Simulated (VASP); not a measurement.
Input of a VASP 6.6.1 run:

Contents of INCAR:

```
SYSTEM = AlNi
PREC = Accurate
ENCUT = 520
EDIFF = 1E-6
ISMEAR = 0
SIGMA = 0.15
LREAL = .FALSE.
LASPH = .TRUE.
NELM = 80
ALGO = Fast
ISIF = 2
LWAVE = .FALSE.
LCHARG = .FALSE.
GGA = PE
NBANDS = 14
```

The input KPOINTS:

```
regular mesh
0
G
  16 16 16
  0 0 0
```

The input POSCAR:

```
AlNi
1.0
    1.9676675471     -1.9676349857      0.0000000000
    2.1923533650      2.1923245219      0.0000000000
    0.0000000000      0.0000000000      2.9004437058
Al Ni
1 1
Direct
    0.0000000000      0.0000000000      0.0000000000
    0.5000000000      0.5000000000      0.5000000000
```

Potentials or basis: VASP PAW PBE potentials, release 64 (Al, Ni).

The run is started by

```console
$ cat potpaw_PBE.64/Al/POTCAR potpaw_PBE.64/Ni/POTCAR > POTCAR
$ mpirun -np 1 vasp_std > vasp.out
```

(1) Predict the pressure.

(2) What does it give for the band gap on the k mesh?

Answers

(1) -4.5 GPa.

(2) zero (an odd number of electrons rules out a gap without spin polarisation).

Caveat: the cell differs from its parent crystal (normal strain along x -0.0367, normal strain along y +0.0733); the cell stands under tension.
